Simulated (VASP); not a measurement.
Wanted: the native input for a VASP 6.6.1 run.

* Task: single point
* Functional: LDA
* Potentials or basis: VASP PAW LDA potentials, release 64 (Al, Si)
* Cutoff: 400 eV
* k mesh: 9 × 9 × 1
* Occupations: methfessel-paxton, width 0.1 eV
* Spin: no spin polarisation
* Dipole correction: yes
* Further INCAR settings: ALGO = Normal; EDIFF = 1e-06; NBANDS = 46; NELMDL = -8

The structure of Al19Si lies in POSCAR:

```
Al19Si
1.0
    5.6336041024      0.0000000286      0.0000000000
   -2.8168020759      4.8788442532      0.0000000000
    0.0000000000      0.0000000000     21.1996445785
Al Si
19 1
Direct
    0.0000000000      0.0000000000      0.2819563125
   -0.0003577011      0.4998211494      0.2814667080
    0.5001788506      1.0003577011      0.2814667080
    0.5001788506      0.4998211494      0.2814667080
    0.3339202876      0.1669601438      0.3920560871
    0.3333333333      0.6666666667      0.3918463307
    0.8330398562      0.1669601438      0.3920560871
    0.8330398562      0.6660797124      0.3920560871
    0.6666661267      0.8333330633      0.4999989731
    0.1666669367      0.3333338733      0.4999989731
    0.1666669367      0.8333330633      0.4999989731
   -0.0005844232      0.4997077884      0.6079417247
    0.0000000000      0.0000000000      0.6081517288
    0.5002922116      0.4997077884      0.6079417247
    0.5002922116      0.0005844232      0.6079417247
    0.3333333333      0.6666666667      0.7180415380
    0.3336912006      0.1668456003      0.7185321183
    0.8331543997      0.6663087994      0.7185321183
    0.8331543997      0.1668456003      0.7185321183
    0.6666666667      0.3333333333      0.4999985591
```

These files were run (other wordings do the same):

INCAR

```
SYSTEM = Al19Si
ALGO = Normal
DIPOL = 0.5 0.5 0.500
EDIFF = 1E-6
ENCUT = 400
GGA = CA
GGA_COMPAT = .False.
IDIPOL = 3
ISIF = 2
ISMEAR = 1
LASPH = .True.
LCHARG = .False.
LDIPOL = .True.
LREAL = .False.
LWAVE = .False.
NBANDS = 46
NELM = 120
NELMDL = -8
PREC = Accurate
SIGMA = 0.1
```

KPOINTS

```
k-points
0
Gamma
  9 9 1
  0 0 0
```

Potentials or basis: VASP PAW LDA potentials, release 64 (Al, Si).

The run is started by

```bash
$ cat potpaw_LDA.64/Al/POTCAR potpaw_LDA.64/Si/POTCAR > POTCAR
$ mpirun -np 1 vasp_std > vasp.out
```

It gave:

```
Largest force          : 0.006 eV/Å
Band gap on the k mesh : zero (an odd number of electrons rules out a gap without spin polarisation)
```

Wall time 12 min on 1 thread of Intel Xeon 8259CL (shared host), peak memory 0.46 GiB.
